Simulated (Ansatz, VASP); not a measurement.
**MnO in VASP and in Ansatz**

```
CELL_PARAMETERS angstrom
0.00000 2.26558 2.26558
2.26558 0.00000 2.26558
2.26558 2.26558 0.00000
ATOMIC_POSITIONS crystal
Mn 0.00000 0.00000 0.00000
O 0.50000 0.50000 0.50000
```

Change from the starting cell: volume scaled by 1.06.

Alike in both runs: task single point; functional PBE; k mesh 10 × 10 × 10; occupations fermi-dirac, width 0.05 eV; collinear spin.

|  | VASP | Ansatz |
| --- | --- | --- |
| version | VASP 6.6.1 | Ansatz 0.2.0 |
| potentials or method | VASP PAW PBE potentials, release 64 (Mn_pv, O), cutoff 520 eV | all-electron LAPW, scalar-relativistic |

```tsv
	VASP	Ansatz	Ansatz less VASP
gap on the k mesh at the Fermi level (eV)	none	none	-
pressure (GPa)	-5.9	-6.0	-0.07
net moment per atom (μB)	2.44	2.44	+0.001
size of the moment on the site where the two differ most (μB)	0.21	0.24	+0.031
```

Site moments also hang on the region over which each program counts them. A gap of «none» marks a metal or a gap that the smearing closes. Ansatz ran all-electron here, and VASP with PAW potentials.
